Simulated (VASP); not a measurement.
**Hf2N: relaxation of cell and atoms with PBEsol**

Crystal: Hf2N.

```
CELL_PARAMETERS angstrom
5.29554 0.00000 0.00000
0.00000 5.29554 0.00000
0.00000 0.00000 3.22745
ATOMIC_POSITIONS crystal
Hf 0.29546 0.29546 0.00000
Hf 0.70454 0.70454 0.00000
Hf 0.79546 0.20454 0.50000
Hf 0.20454 0.79546 0.50000
N 0.00000 0.00000 0.00000
N 0.50000 0.50000 0.50000
```

```
Program                : VASP 6.6.1
Task                   : relaxation of cell and atoms
Functional             : PBEsol
Potentials or basis    : VASP PAW PBE potentials, release 64 (Hf_pv, N)
Cutoff                 : 600 eV
k mesh                 : 8 × 8 × 12
Occupations            : fermi-dirac, width 0.15 eV
Spin                   : no spin polarisation
Dipole correction      : no
Further INCAR settings : ALGO = Normal; EDIFF = 1e-06; IBRION = 2; EDIFFG = -0.001; NSW = 80; ISIF = 3
```

The relaxed volume is 15.01 Å³/atom and the relaxed cell is a = 5.288 Å, b = 5.288 Å, c = 3.222 Å, α = 90.00°, β = 90.00°, γ = 90.00°. The space group after relaxing (to 0.1 Å) is P4_2/mnm (No. 136) and the energy gained by relaxing is 0.2 meV/atom. The ionic steps are 21 and the pressure after relaxing is 0.0 GPa. The band gap on the k mesh is zero (bands 25 and 26 overlap by 2.71 eV).

Step by step:
```
step  energy change (eV)  largest force (eV/Å)  pressure (GPa)  volume (Å³)
   1              0.0000                0.0113           -0.93        90.51
   2              0.0027                0.0261            1.75        89.36
   3             -0.0012                0.0164            0.01        90.10
   4             -0.0012                0.0162            0.00        90.11
   5             -0.0012                0.0053           -0.02        90.10
   6             -0.0013                0.0001           -0.02        90.10
   7             -0.0013                0.0006           -0.02        90.10
   8             -0.0013                0.0001            0.02        90.08
   9             -0.0013                0.0001            0.02        90.09
  10             -0.0013                0.0002            0.02        90.10
  11             -0.0013                0.0003            0.01        90.10
  12             -0.0013                0.0001           -0.01        90.10
  13             -0.0012                0.0007           -0.04        90.11
  14             -0.0013                0.0000           -0.02        90.10
  15             -0.0013                0.0000           -0.02        90.10
  16             -0.0013                0.0002           -0.02        90.10
  17             -0.0013                0.0002           -0.02        90.10
  18             -0.0013                0.0002           -0.02        90.10
  19             -0.0013                0.0001           -0.02        90.10
  20             -0.0013                0.0002           -0.03        90.10
  21             -0.0013                0.0007            0.00        90.09
```

Final structure:
```
CELL_PARAMETERS angstrom
5.28779 0.00000 0.00000
0.00000 5.28779 0.00000
0.00000 0.00000 3.22185
ATOMIC_POSITIONS crystal
Hf 0.29530 0.29530 0.00000
Hf 0.70470 0.70470 0.00000
Hf 0.79530 0.20470 0.50000
Hf 0.20470 0.79530 0.50000
N 0.00000 0.00000 0.00000
N 0.50000 0.50000 0.50000
```

Levels at points of the mesh, in eV from the Fermi level:
```csv
k point,band 21,band 22,band 23,band 24,band 25,band 26,band 27,band 28,band 29,band 30
"(0.00, 0.00, 0.00)",-3.56,-2.18,-0.11,0.77,1.04,1.11,1.11,1.57,1.78,1.78
"(0.50, 0.00, 0.00)",-2.53,-2.53,-1.10,-1.10,1.43,1.43,1.87,1.87,1.98,1.98
"(0.50, 0.50, 0.00)",-1.80,-1.80,-1.45,-1.45,1.04,1.04,1.51,1.51,1.85,1.85
"(0.00, 0.00, 0.50)",-1.48,-1.48,-1.29,-1.29,-1.28,-1.28,2.18,2.18,3.73,3.73
"(0.50, 0.00, 0.50)",-2.00,-2.00,-1.18,-1.18,-0.97,-0.97,1.78,1.78,3.86,3.86
"(0.50, 0.50, 0.50)",-1.74,-1.74,-0.90,-0.90,-0.56,-0.56,1.30,1.30,2.93,2.93
```

Run time: 29 min on 1 thread of AMD EPYC 9R14 (Zen 4) (shared host), peak memory 0.39 GiB.

Caveat: the PAW data sets were made with another functional, which shifts forces and pressure a little; spin-orbit coupling is left out, which moves the levels of the heavy elements.
